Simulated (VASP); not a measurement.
Wanted: the native input for a VASP 6.6.1 run.

```yaml
Task: single point
Functional: r2SCAN
Potentials_or_basis: VASP PAW PBE potentials, release 64 (Ga_d, N)
Cutoff: 520 eV
k_mesh: 10 × 10 × 10
Occupations: gaussian, width 0.05 eV
Spin: no spin polarisation
Dipole_correction: no
Further_INCAR_settings: ALGO = Normal; EDIFF = 1e-06; NBANDS = 16
```

Crystal: GaN.

```
Ga N
1.0
     0.00000    2.18147    2.24894
     2.18147    0.00000    2.24894
     2.18147    2.18147    0.00000
Ga N
1 1
Direct
  0.00000 0.00000 0.00000
  0.75000 0.75000 0.75000
```

This cell differs from its parent crystal: strain -0.030 along x and y, +0.000 along z.

One way to write it, as run:

POSCAR

```
GaN
1.0
    0.0000000000      2.1814686658      2.2489367689
    2.1814686658      0.0000000000      2.2489367689
    2.1814686658      2.1814686658      0.0000000000
Ga N
1 1
Direct
    0.0000000000      0.0000000000      0.0000000000
    0.7500000000      0.7500000000      0.7500000000
```

INCAR.step1

```
ALGO = Normal ; EDIFF = 1E-4
ENCUT = 520 ; GGA = PE
ISMEAR = 0 ; LASPH = True
LCHARG = False ; LREAL = False
LWAVE = True ; NBANDS = 16
NELM = 80 ; PREC = Accurate
SIGMA = 0.05
```

INCAR.step2

```
ALGO = Normal ; EDIFF = 1E-6
ENCUT = 520 ; ISIF = 2
ISMEAR = 0 ; ISTART = 1
LASPH = True ; LCHARG = True
LELF = True ; LMIXTAU = True
LREAL = False ; LVHAR = True
LWAVE = False ; METAGGA = R2SCAN
NBANDS = 16 ; NELM = 80
PREC = Accurate ; SIGMA = 0.05
```

KPOINTS

```
k-points
0
Gamma
  10 10 10
```

Potentials or basis: VASP PAW PBE potentials, release 64 (Ga_d, N).

The run is started by

```console
$ cat potpaw_PBE.64/Ga_d/POTCAR potpaw_PBE.64/N/POTCAR > POTCAR
$ cp INCAR.step1 INCAR
$ mpirun -np 1 vasp_std > vasp.out
$ cp INCAR.step2 INCAR
$ mpirun -np 1 vasp_std > vasp.out
```

Results of the run:

* Pressure: 14.8 GPa
* Band gap on the k mesh: 2.51 eV

Caveat: the cell differs from its parent crystal (strain -0.030 along x and y, +0.000 along z); the cell stands under pressure; the PAW data sets were made with another functional, which shifts forces and pressure a little.

It took 2.8 min on 1 thread of Intel Xeon 8259CL (shared host), peak memory 0.17 GiB.
